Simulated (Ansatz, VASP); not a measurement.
**Al5Cu in VASP and in Ansatz**

The input INCAR:

```
SYSTEM = Al5Cu
ALGO = Fast
EDIFF = 1E-7
EDIFFG = -0.01
ENCUT = 600
GGA = PE
IBRION = 2
ISIF = 3
ISMEAR = 0
LASPH = .TRUE.
LCHARG = .FALSE.
LREAL = .FALSE.
LWAVE = .FALSE.
NELM = 60
NSW = 100
PREC = Accurate
SIGMA = 0.1
```

KPOINTS

```
k-points
0
G
  14 14 4
  0 0 0
```

Contents of POSCAR:

```
Al5Cu
1.0
    2.8579583366      0.0000000000      0.0000000000
    0.0000000000      2.8579583366      0.0000000000
    0.0000000000      0.0000000000     11.3895085251
Al Cu
5 1
Direct
    0.0000000000      0.0000000000      0.8225294255
    0.5000000000      0.5000000000      0.0000000000
    0.0000000000      0.0000000000      0.1774705745
    0.5000000000      0.5000000000      0.3543596042
    0.5000000000      0.5000000000      0.6456403958
    0.0000000000      0.0000000000      0.5000000000
```

Input for Ansatz:

```yaml
crystal:
  lattice:
    - [2.8579583366, 0.0, 0.0]
    - [0.0, 2.8579583366, 0.0]
    - [0.0, 0.0, 11.3895085251]
  atoms:
    - { symbol: Al, position: [0.0, 0.0, 0.8225294255] }
    - { symbol: Al, position: [0.5, 0.5, 0.0] }
    - { symbol: Al, position: [0.0, 0.0, 0.1774705745] }
    - { symbol: Al, position: [0.5, 0.5, 0.3543596042] }
    - { symbol: Al, position: [0.5, 0.5, 0.6456403958] }
    - { symbol: Cu, position: [0.0, 0.0, 0.5] }
basis:
  ecutwfc: 420
kpoints:
  mp_grid: { grid: [14, 14, 4] }
hamiltonian:
  xc: pbe
scf:
  occupations: { method: gaussian, width: 0.1 }
output:
  forces: true
  stress: true
  eigenvalues: true
relax:
  adjacent_minimum: "off"
  f_tol: 0.01
  max_steps: 80
  cell: { stress_tol: 0.05 }
```

Alike in both runs: task relaxation of cell and atoms; functional PBE; k mesh 14 × 14 × 4; occupations gaussian, width 0.1 eV; no spin polarisation.

|  | VASP | Ansatz |
| --- | --- | --- |
| version | VASP 6.6.1 | Ansatz 0.2.0 |
| potentials or method | VASP PAW PBE potentials, release 64 (Al, Cu), cutoff 600 eV | scalar-relativistic, plane waves, PAW |
| valence electrons in the cell | 26 | 34 |

|  | VASP | Ansatz | Ansatz less VASP |
| --- | --- | --- | --- |
| gap on the k mesh at the Fermi level, each at its own relaxed structure (eV) | none | none | - |
| relaxed volume (Å³/atom) | 15.56 | 15.55 | -0.007 |
| relaxed length of the cell vector where the two differ most in proportion (Å) | 11.675 | 11.662 | -0.0126 |

A gap of «none» marks a metal or a gap that the smearing closes. VASP's potentials hold 26 valence electrons a cell and Ansatz's 34, so a difference there can come from the potentials and not from the codes.

Noted on VASP's run: too few bands were computed for a metal, which touches its energy and stress.
